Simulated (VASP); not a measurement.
A run of VASP 6.6.1 is set up as follows.

File INCAR:

```
  PREC = Accurate
  ENCUT = 520
  EDIFF = 1E-6
  ISMEAR = -1
  SIGMA = 0.1
  LREAL = F
  LASPH = T
  NELM = 80
  ALGO = Normal
  ISIF = 2
  LWAVE = F
  LCHARG = T
  GGA = PE
  LELF = T
  LVHAR = T
  NBANDS = 12
```

KPOINTS

```
regular mesh
0
Gamma
  13 13 13
```

File POSCAR:

```
Nb
1.0
    2.7912412619      0.0000000000      0.0000000000
    0.0000000000      2.7912412619      0.0000000000
    0.0000000000      0.0000000000      2.7912412619
Nb
1
Direct
    0.0000000000      0.0000000000      0.0000000000
```

Potentials or basis: VASP PAW PBE potentials, release 64 (Nb_sv).

Launch:

```sh
$ cat potpaw_PBE.64/Nb_sv/POTCAR > POTCAR
$ mpirun -np 1 vasp_std > vasp.out
```

Question: Predict the pressure.

Answer: -9.1 GPa.
